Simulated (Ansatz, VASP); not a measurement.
# TiO2: VASP beside Ansatz

```
CELL_PARAMETERS angstrom
-3.77067 0.00000 0.00000
0.00000 -3.77067 0.00000
0.00000 0.00000 9.24634
ATOMIC_POSITIONS crystal
Ti 0.00000 0.00000 0.90339
Ti 0.50000 0.50000 0.38717
Ti 0.50000 0.00000 0.64528
Ti 0.00000 0.50000 0.12906
O 0.50000 0.50000 0.60152
O 0.00000 0.00000 0.08530
O 0.50000 0.00000 0.85963
O 0.00000 0.50000 0.34341
O 0.50000 0.00000 0.43092
O 0.00000 0.50000 0.94715
O 0.00000 0.00000 0.68903
O 0.50000 0.50000 0.17281
```

Alike in both runs: task single point; functional PBEsol; k mesh 7 × 7 × 3; occupations gaussian, width 0.05 eV; no spin polarisation.

|  | VASP | Ansatz |
| --- | --- | --- |
| version | VASP 6.6.1 | Ansatz 0.2.0 |
| potentials or method | VASP PAW PBE potentials, release 64 (Ti_sv, O), cutoff 520 eV | scalar-relativistic, plane waves, PAW |
| valence electrons in the cell | 96 | 96 |

```csv
,VASP,Ansatz,Ansatz less VASP
gap on the k mesh at the Fermi level (eV),1.84,1.87,+0.033
least direct gap on the mesh (eV),2.02,2.05,+0.029
pressure (GPa),14.4,13.6,-0.79
"traceless stress, the component that is largest in VASP (GPa)",15.75,15.39,-0.360
rms of the force components (eV/Å),1.920,1.867,-0.0530
```

VASP's potentials were made for PBE, not for PBEsol. With one functional, cell and mesh, what is left measures potentials, basis and numerics.
